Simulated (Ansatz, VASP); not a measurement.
Two plane-wave programs on TiTe2

```
Ti Te
1.0
     3.49872    0.00000    0.00000
     0.00000    4.16456    0.00000
     0.00000    0.00000    6.30159
Ti Te
1 2
Cartesian
  1.7494 2.0823 0.0000
  0.0000 0.0000 3.1508
  0.0000 0.0000 0.0000
```

Alike in both runs: task relaxation of cell and atoms; functional PBE; k mesh 6 × 4 × 4; occupations gaussian, width 0.1 eV; no spin polarisation.

|  | VASP | Ansatz |
| --- | --- | --- |
| version | VASP 6.6.1 | Ansatz 0.2.0 |
| potentials or method | VASP PAW PBE potentials, release 64 (Ti_sv, Te), cutoff 600 eV | scalar-relativistic, plane waves, PAW |
| valence electrons in the cell | 24 | 44 |

|  | VASP | Ansatz | Ansatz less VASP |
| --- | --- | --- | --- |
| gap on the k mesh at the Fermi level, each at its own relaxed structure (eV) | none | none | - |
| relaxed volume (Å³/atom) | 30.56 | 30.73 | +0.177 |
| relaxed cell length with the largest relative difference (Å) | 3.506 | 3.515 | +0.0097 |

A gap of «none» marks a metal or a gap that the smearing closes. VASP's potentials hold 24 valence electrons a cell and Ansatz's 44, so a difference there can come from the potentials and not from the codes.

The k mesh is coarse, so the values compare programs but aren't converged. Neither program's run includes spin-orbit coupling.
